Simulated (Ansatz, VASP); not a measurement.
One calculation of Zr, two programs

```xyz
4
Lattice="4.7800 0.0000 0.0000 0.0000 4.7800 0.0000 0.0000 0.0000 4.7800" Properties=species:S:1:pos:R:3 pbc="T T T"
Zr    0.1434    0.1434    0.1434
Zr    2.2466    4.6366    2.5334
Zr    2.5334    2.2466    4.6366
Zr    4.6366    2.5334    2.2466
```

Alike in both runs: task single point; functional PBE; k mesh 4 × 4 × 4; occupations gaussian, width 0.1 eV; no spin polarisation.

|  | VASP | Ansatz |
| --- | --- | --- |
| version | VASP 6.6.1 | Ansatz 0.2.0 |
| potentials or method | VASP PAW PBE potentials, release 64 (Zr_sv), cutoff 520 eV | scalar-relativistic, plane waves, PAW |
| valence electrons in the cell | 48 | 48 |

```tsv
	VASP	Ansatz	Ansatz less VASP
gap on the k mesh at the Fermi level (eV)	none	none	-
pressure (GPa)	-9.6	-9.6	-0.01
rms of the force components (eV/Å)	0.619	0.619	+0.0006
```

Atom by atom the forces differ by 0.001 eV/Å (rms over components). A gap of «none» marks a metal or a gap that the smearing closes. With one functional, cell and mesh, what is left measures potentials, basis and numerics.
